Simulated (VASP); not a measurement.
# Ta6H in VASP: notebook, part 2 of 2

VASP 6.6.1. Earlier steps stand in the parts before.

## 3. Single point, PBE

INCAR

```
SYSTEM = Ta6H
ALGO = Normal
DIPOL = 0.5 0.5 0.332
EDIFF = 1E-6
ENCUT = 520
GGA = PE
IDIPOL = 3
ISIF = 2
ISMEAR = 0
LASPH = .True.
LCHARG = .False.
LDIPOL = .True.
LREAL = .False.
LWAVE = .False.
NBANDS = 42
NELM = 100
PREC = Accurate
SIGMA = 0.1
```

KPOINTS

```
k-points
0
Gamma
  6 6 1
  0 0 0
```

POSCAR

```
Ta6H
1.0
    4.6937283341      0.0000000000      0.0000000000
   -2.3468641670      4.0648879758      0.0000000000
    0.0000000000      0.0000000000     19.9881921123
Ta H
6 1
Direct
    0.6666666667      0.3333333333      0.2001181486
    0.3333333333      0.6666666666      0.2480516124
    0.0000000000      0.0000000000      0.2959850763
    0.6666666667      0.3333333333      0.3401842451
    0.3333333333      0.6666666666      0.3819724402
    0.0000000000      0.0000000000      0.4246603227
    0.8888888889      0.4444444444      0.4312687222
```

Potentials or basis: VASP PAW PBE potentials, release 64 (Ta_pv, H).

On the command line:

```console
> cat potpaw_PBE.64/Ta_pv/POTCAR potpaw_PBE.64/H/POTCAR > POTCAR
> mpirun -np 1 vasp_std > vasp.out
```

OUTCAR:

```text
SYSTEM = Ta6H
   EDIFF = 1E-6
   ENCUT = 520
   GGA = PE
   ISIF = 2
   ISMEAR = 0
   LASPH = .True.
   LREAL = .False.
   NELM = 100
   PREC = Accurate

 ion  position               nearest neighbor table
   1  0.667  0.333  0.200-   4 2.80   2 2.87   2 2.87   2 2.87   3 3.32   3 3.32   3 3.32
   2  0.333  0.667  0.248-   5 2.68   1 2.87   1 2.87   1 2.87   3 2.87   3 2.87   3 2.87   4 3.28
                             4 3.28   4 3.28
   3  0.000  0.000  0.296-   6 2.57   4 2.85   4 2.85   4 2.85   2 2.87   2 2.87   2 2.87   5 3.21
                             5 3.21   5 3.21   1 3.32   1 3.32   1 3.32
   4  0.667  0.333  0.340-   7 2.03   1 2.80   5 2.84   5 2.84   5 2.84   3 2.85   3 2.85   3 2.85
                             6 3.19   6 3.19   6 3.19   2 3.28   2 3.28   2 3.28
   5  0.333  0.667  0.382-   7 2.06   2 2.68   4 2.84   4 2.84   4 2.84   6 2.84   6 2.84   6 2.84
                             3 3.21   3 3.21   3 3.21
   6  0.000  0.000  0.425-   3 2.57   5 2.84   5 2.84   5 2.84   4 3.19   4 3.19   4 3.19
   7  0.889  0.444  0.431-   4 2.03   5 2.06

  LATTYP: Found a hexagonal cell.
 ALAT       =     4.6937283341
 C/A-ratio  =     4.2584893478

  Lattice vectors:

 A1 = (   4.6937283341,   0.0000000000,   0.0000000000)
 A2 = (  -2.3468641670,   4.0648879758,   0.0000000000)
 A3 = (   0.0000000000,   0.0000000000,  19.9881921123)

Analysis of symmetry for initial positions (statically):
=====================================================================
 Subroutine PRICEL returns:
 Original cell was already a primitive cell.

 Routine SETGRP: Setting up the symmetry group for a
 hexagonal supercell.

 Subroutine GETGRP returns: Found  2 space group operations
 (whereof  2 operations were pure point group operations)
 out of a pool of 24 trial point group operations.

The static configuration has the point symmetry C_1h.

Analysis of symmetry for dynamics (positions and initial velocities):
=====================================================================
[... 139 lines left out ...]
 non-spin polarized calculation
 Gauss-broadening in eV      SIGMA  =   0.10
  energy-cutoff  :      520.00
  volume of cell :      381.36
 maximum number of plane-waves:     10285
 NGX is ok and might be reduce to    36
   NGX = 17   NGY = 17   NGZ = 75

 dipolmoment           0.000000      0.000000     -0.000084 electrons x Angstroem

 number of electron      66.9999991 magnetization

 dipolmoment           0.000000      0.000000      0.021479 electrons x Angstroem

 Free energy of the ion-electron system (eV)
  ---------------------------------------------------
  ext. energy  EPLUGINS =         0.00000000
  ---------------------------------------------------
  free energy    TOTEN  =       -68.03061828 eV

  energy without entropy =      -68.00144334  energy(sigma->0) =      -68.01603081

 E-fermi :  -0.7429     XC(G=0):  -4.7667

 val. band max:       -0.7844286757   @ k =   0.0000   0.0000   0.0000
 cond. band min:      -0.7092888372   @ k =   0.1667  -0.0000   0.0000
 fundamental gap:      0.0751398385
 Fermi energy:        -0.7429098108

 k-point     1 :       0.0000    0.0000    0.0000
  band No.  band energies     occupation
      1     -35.4576      2.00000
      2     -35.3875      2.00000
      3     -35.1583      2.00000
      4     -35.1489      2.00000
      5     -35.1193      2.00000
      6     -35.0599      2.00000
[... 574 lines left out ...]
     41       1.1081      0.00000
     42       1.2046      0.00000

------------------------ aborting loop because EDIFF is reached ----------------------------------------

 vacuum level on the upper side and lower side of the slab       (xc-potential included)        -0.019        -0.183

  FORCE on cell =-STRESS in cart. coord.  units (eV):
  Direction    XX          YY          ZZ          XY          YZ          ZX
  --------------------------------------------------------------------------------------
  -------------------------------------------------------------------------------------
  Total       -4.1141257     -4.3251651     -2.4732930      0.1827655     -0.1583585     -0.2742845
  in kB      -17.2841528    -18.1707658    -10.3907309      0.7678294     -0.6652916     -1.1523166
  external PRESSURE =     -15.2818832 kB  Pullay stress =       0.0000000 kB

 VOLUME and BASIS-vectors are now :
 -----------------------------------------------------------------------------
  energy-cutoff  :      520.00
  volume of cell :      381.36
      direct lattice vectors                 reciprocal lattice vectors
     4.693728334  0.000000000  0.000000000     0.213050251  0.123004620  0.000000000
    -2.346864167  4.064887976  0.000000000     0.000000000  0.246009240  0.000000000
     0.000000000  0.000000000 19.988192112     0.000000000  0.000000000  0.050029537

 POSITION                                       TOTAL-FORCE (eV/Angst)
 -----------------------------------------------------------------------------------
      2.34686      1.35496      4.00000         0.119135      0.068782      1.787741
      0.00000      2.70993      4.95810         0.032503      0.018766     -0.218910
      0.00000      0.00000      5.91621         0.047764      0.027576     -1.980677
      2.34686      1.35496      6.79967        -0.155384     -0.089711      0.062877
      0.00000      2.70993      7.63494        -0.182679     -0.105470      0.190634
      0.00000      0.00000      8.48819        -0.465224     -0.268597      0.153079
      3.12915      1.80662      8.62028         0.603886      0.348654      0.005255
 -----------------------------------------------------------------------------------
    total drift:                               -0.000011     -0.000006      0.000455

  FREE ENERGIE OF THE ION-ELECTRON SYSTEM (eV)
  ---------------------------------------------------
  free  energy   TOTEN  =       -68.0306182778 eV

  energy  without entropy=      -68.0014433444  energy(sigma->0) =      -68.01603081

 vacuum level on the upper side and lower side of the slab         2.755         2.570
```

OSZICAR:

```text
N       E                     dE             d eps       ncg     rms          rms(c)
DAV:   1     0.497466950707E+03    0.49747E+03   -0.36568E+04  1444   0.133E+03
DAV:   2    -0.489794161733E+02   -0.54645E+03   -0.53506E+03  1336   0.342E+02
DAV:   3    -0.740832585026E+02   -0.25104E+02   -0.24042E+02  1298   0.642E+01
[... 21 lines left out ...]
DAV:  25    -0.680305800779E+02   -0.58870E-04   -0.39006E-06   962   0.831E-03    0.158E-03
DAV:  26    -0.680306053863E+02   -0.25308E-04   -0.17201E-06   906   0.441E-03    0.112E-03
DAV:  27    -0.680306150260E+02   -0.96397E-05   -0.65879E-07   876   0.282E-03    0.815E-04
DAV:  28    -0.680306176120E+02   -0.25859E-05   -0.27526E-07   756   0.201E-03    0.438E-04
DAV:  29    -0.680306182778E+02   -0.66583E-06   -0.13785E-07   784   0.156E-03
   1 F= -.68030618E+02 E0= -.68016031E+02  d E =-.291749E-01
```

Wall time 4.4 min (1 thread of AMD EPYC 9R45 (Zen 5), shared host); peak memory 0.52 GiB.

Results:

```yaml
Free_energy: -68.0306 eV
Largest_force: 1.981 eV/Å
```

Forces on the atoms (eV/Å):
```
Ta   0.119  0.069  1.788
Ta   0.033  0.019 -0.219
Ta   0.048  0.028 -1.981
Ta  -0.155 -0.090  0.063
Ta  -0.183 -0.105  0.191
Ta  -0.465 -0.269  0.153
H    0.604  0.349  0.005
```

Levels at points of the mesh, in eV from the Fermi level:
| k point | band 31 | band 32 | band 33 | band 34 | band 35 | band 36 |
| --- | --- | --- | --- | --- | --- | --- |
| (0.00, 0.00, 0.00) | -0.95 | -0.44 | -0.38 | -0.04 | 0.16 | 0.24 |
| (0.50, 0.00, 0.00) | -0.92 | -0.57 | -0.27 | 0.16 | 0.25 | 0.81 |
| (0.00, 0.50, 0.00) | -0.96 | -0.77 | -0.28 | -0.06 | 0.21 | 0.65 |

Caveat: spin-orbit coupling is left out, which moves the levels of the heavy elements.

## 4. Single point, PBE

INCAR

```
PREC     = Accurate       # precision mode
ENCUT    = 520            # plane-wave cutoff, eV
EDIFF    = 1E-7           # SCF threshold, eV
ISMEAR   = 0              # smearing method
SIGMA    = 0.1            # smearing width, eV
LREAL    = False          # projectors in reciprocal space
LASPH    = True           # aspherical terms in the spheres
NELM     = 100            # most SCF steps
ALGO     = Normal         # electronic algorithm
ISIF     = 2              # what is computed and relaxed
LWAVE    = False          # write WAVECAR
LCHARG   = False          # write CHGCAR
LDIPOL   = True         
IDIPOL   = 3            
DIPOL    = 0.5 0.5 0.342
GGA      = PE             # functional
NBANDS   = 42             # bands
```

KPOINTS

```
Automatic mesh
0
Gamma
  6 6 1
```

POSCAR

```
Ta6H
1.0
    4.6937283341      0.0000000000      0.0000000000
   -2.3468641670      4.0648879758      0.0000000000
    0.0000000000      0.0000000000     19.9881921123
Ta H
6 1
Direct
    0.6666666667      0.3333333333      0.2001181486
    0.3333333333      0.6666666667      0.2480516124
    0.0000000000      0.0000000000      0.2959850763
    0.6666666667      0.3333333333      0.3401842451
    0.3333333333      0.6666666667      0.3819724402
    0.0000000000      0.0000000000      0.4246603227
    0.1111111111      0.2222222222      0.5043802132
```

On the command line:

```console
> cat potpaw_PBE.64/Ta_pv/POTCAR potpaw_PBE.64/H/POTCAR > POTCAR
> mpirun -np 1 vasp_std > vasp.out
```

Wall time 4.5 min (1 thread of AMD EPYC 9R45 (Zen 5), shared host); peak memory 0.52 GiB.

Results (log left out):

| Item | Value |
| --- | --- |
| Free energy | -67.3522 eV |
| Largest force | 2.282 eV/Å |

Forces in eV/Å, atoms in the order of the input:
```
Ta   0.000 -0.071  1.895
Ta   0.000 -0.055 -0.291
Ta   0.000  0.148 -2.277
Ta   0.000 -0.421 -0.174
Ta   0.000 -0.532  0.361
Ta   0.000  0.751  0.481
H    0.000  0.180  0.005
```

Levels at points of the mesh, in eV from the Fermi level:
```tsv
k point	band 30	band 31	band 32	band 33	band 34	band 35	band 36	band 37	band 38	band 39
(0.00, 0.00, 0.00)	-1.05	-0.76	-0.74	-0.28	-0.27	0.26	0.36	0.37	1.50	2.35
(0.50, 0.00, 0.00)	-1.03	-0.82	-0.70	-0.30	-0.12	0.37	0.84	1.03	1.16	1.39
(0.00, 0.50, 0.00)	-1.19	-0.79	-0.74	-0.16	-0.07	0.43	0.76	1.16	1.26	1.40
```

Caveat: spin-orbit coupling is left out, which moves the levels of the heavy elements.
